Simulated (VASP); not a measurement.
# MgS in VASP: a series of runs, part 2 of 2

VASP 6.6.1. The steps go on from the part before.

## 4. Single point, PBE (atoms moved at random)

INCAR reads:

```
SYSTEM = MgS
PREC = Accurate
ENCUT = 520
EDIFF = 1E-6
ISMEAR = -1
SIGMA = 0.05
LREAL = .False.
LASPH = .True.
NELM = 60
ALGO = Normal
ISIF = 2
LWAVE = .False.
LCHARG = .False.
GGA = PE
NBANDS = 11
```

KPOINTS reads:

```
regular mesh
0
Gamma
  9 9 8
  0 0 0
```

POSCAR reads:

```
MgS
1.0
    3.6109100000      0.0000000000      0.0000000000
   -1.8054500000      3.1271400000      0.0000000000
    0.0000000000      0.0000000000      3.3052600000
Mg S
1 1
Direct
   -0.0085530000     -0.0092960000      0.5060830000
    0.6812810000      0.3324070000     -0.0163590000
```

Potentials or basis: VASP PAW PBE potentials, release 64 (Mg, S).

Started as:

```bash
$ cat potpaw_PBE.64/Mg/POTCAR potpaw_PBE.64/S/POTCAR > POTCAR
$ mpirun -np 1 vasp_std > vasp.out
```

OUTCAR:

```text
SYSTEM = MgS
   PREC = Accurate
   ENCUT = 520
   EDIFF = 1E-6
   ISMEAR = -1
   LREAL = .False.
   LASPH = .True.
   NELM = 60
   ISIF = 2
   GGA = PE

 ion  position               nearest neighbor table
   1  0.991  0.991  0.506-   2 2.58   2 2.59   2 2.67   2 2.67   2 2.69   2 2.76
   2  0.681  0.332  0.984-   1 2.58   1 2.59   1 2.67   1 2.67   1 2.69   1 2.76

  LATTYP: Found a hexagonal cell.
 ALAT       =     3.6109100000
 C/A-ratio  =     0.9153537474

  Lattice vectors:

 A1 = (   3.6109100000,   0.0000000000,   0.0000000000)
 A2 = (  -1.8054500000,   3.1271400000,   0.0000000000)
 A3 = (   0.0000000000,   0.0000000000,   3.3052600000)

Analysis of symmetry for initial positions (statically):
=====================================================================
 Subroutine PRICEL returns:
 Original cell was already a primitive cell.

 Routine SETGRP: Setting up the symmetry group for a
 hexagonal supercell.

 Subroutine GETGRP returns: Found  1 space group operations
 (whereof  1 operations were pure point group operations)
 out of a pool of 24 trial point group operations.

The static configuration has the point symmetry C_1 .

Analysis of symmetry for dynamics (positions and initial velocities):
=====================================================================
 Subroutine PRICEL returns:
 Original cell was already a primitive cell.

 Routine SETGRP: Setting up the symmetry group for a
 hexagonal supercell.

 Subroutine GETGRP returns: Found  1 space group operations
 (whereof  1 operations were pure point group operations)
 out of a pool of 24 trial point group operations.

The dynamic configuration has the point symmetry C_1 .

 Subroutine INISYM returns: Found  1 space group operations
 (whereof  1 operations are pure point group operations),
 and found     1 'primitive' translations

----------------------------------------------------------------------------------------

[... 113 lines left out ...]
  volume/ion in A,a.u.               =      18.66       125.93
  Fermi-wavevector in a.u.,A,eV,Ry     =   0.979749  1.851458 13.060350  0.959909
  Thomas-Fermi vector in A             =   2.110626
   LORBIT       =      0    0 simple, 1 ext, 2 COOP (PROOUT), +10 PAW based schemes
   GGA     = PE    functional components
[... 5 lines left out ...]
 non-spin polarized calculation
  energy-cutoff  :      520.00
  volume of cell :       37.32
 maximum number of plane-waves:      1032
   NGX = 13   NGY = 13   NGZ = 13

 number of electron       8.0000000 magnetization

 Free energy of the ion-electron system (eV)
  ---------------------------------------------------
  ext. energy  EPLUGINS =         0.00000000
  ---------------------------------------------------
  free energy    TOTEN  =        -7.99171157 eV

  energy without entropy =       -7.99171142  energy(sigma->0) =       -7.99171149

 E-fermi :   4.6192     XC(G=0):  -9.4138

 val. band max:        3.9845198432   @ k =   0.3333   0.3333   0.0000
 cond. band min:       5.2567462455   @ k =   0.4444   0.1111   0.5000
 fundamental gap:      1.2722264023
 Fermi energy:         4.6192104047

 k-point     1 :       0.0000    0.0000    0.0000
  band No.  band energies     occupation
      1      -9.0913      2.00000
      2       3.1099      2.00000
      3       3.2240      2.00000
      4       3.2278      2.00000
      5       6.0101      0.00000
      6       9.3510      0.00000
      7      10.9762      0.00000
      8      11.0846      0.00000
      9      15.0507      0.00000
     10      17.6562      0.00000
     11      17.8043      0.00000
[... 309 lines left out ...]
 k-point    24 :      -0.1111    0.4444    0.0000
  band No.  band energies     occupation
      1      -8.1325      2.00000
      2      -0.8130      2.00000
      3       1.8145      2.00000
      4       3.8265      2.00000
      5       7.8938      0.00000
      6       9.9802      0.00000
      7      12.1052      0.00000
      8      12.9054      0.00000
      9      14.5958      0.00000
     10      15.7851      0.00000
     11      16.6432      0.00000

 [... further k-points ...]

------------------------ aborting loop because EDIFF is reached ----------------------------------------

  FORCE on cell =-STRESS in cart. coord.  units (eV):
  Direction    XX          YY          ZZ          XY          YZ          ZX
  --------------------------------------------------------------------------------------
  -------------------------------------------------------------------------------------
  Total       -0.0045034     -0.0048039      0.0126485     -0.0094848     -0.0229306     -0.0699867
  in kB       -0.1933206     -0.2062221      0.5429757     -0.4071621     -0.9843671     -3.0043926
  external PRESSURE =       0.0478110 kB  Pullay stress =       0.0000000 kB

 VOLUME and BASIS-vectors are now :
 -----------------------------------------------------------------------------
  energy-cutoff  :      520.00
  volume of cell :       37.32
      direct lattice vectors                 reciprocal lattice vectors
     3.610910000  0.000000000  0.000000000     0.276938500  0.159890064  0.000000000
    -1.805450000  3.127140000  0.000000000     0.000000000  0.319781014  0.000000000
     0.000000000  0.000000000  3.305260000     0.000000000  0.000000000  0.302548060

 POSITION                                       TOTAL-FORCE (eV/Angst)
 -----------------------------------------------------------------------------------
      1.79136      3.09807      1.67274         0.151573      0.050067     -0.123843
      1.85990      1.03948      3.25119        -0.151573     -0.050067      0.123843
 -----------------------------------------------------------------------------------
    total drift:                                0.000014     -0.000003      0.000001

  FREE ENERGIE OF THE ION-ELECTRON SYSTEM (eV)
  ---------------------------------------------------
  free  energy   TOTEN  =        -7.9917115652 eV

  energy  without entropy=       -7.9917114245  energy(sigma->0) =       -7.99171149
```

Wall time 42 s (1 thread of Intel Xeon 6975P-C (Granite Rapids), shared host); peak memory 0.26 GiB.

Results:

* Free energy: -7.9917 eV
* Pressure: 0.0 GPa
* Largest force: 0.202 eV/Å
* Band gap on the k mesh: 1.27 eV, indirect (least direct gap 2.20 eV)

Forces on the atoms (eV/Å):
```
Mg   0.152  0.050 -0.124
S   -0.152 -0.050  0.124
```

Caveat: the cell differs from its parent crystal (atoms moved at random). A k mesh can miss the band edges.

## 5. Overview

| cell | gap on the mesh (eV) | pressure (GPa) |
| --- | --- | --- |
| a = 3.658, b = 3.658, c = 3.349 Å, angles 90.0, 90.0, 120.0°, 2 atoms | 1.32 | -2.8 |
| a = 3.682, b = 3.682, c = 3.370 Å, angles 90.0, 90.0, 120.0°, 2 atoms | 1.34 | -3.8 |
| a = 3.611, b = 3.611, c = 3.305 Å, angles 90.0, 90.0, 120.0°, 2 atoms | 1.27 | 0.0 |

Alike in all rows: task single point; level PBE; potentials or basis VASP PAW PBE potentials, release 64 (Mg, S); no spin polarisation; k mesh 9 × 9 × 8; cutoff (eV) 520; smearing fermi-dirac 0.05 eV.

Total energies depend on the potentials used, so only differences within one code and one set of settings carry meaning.
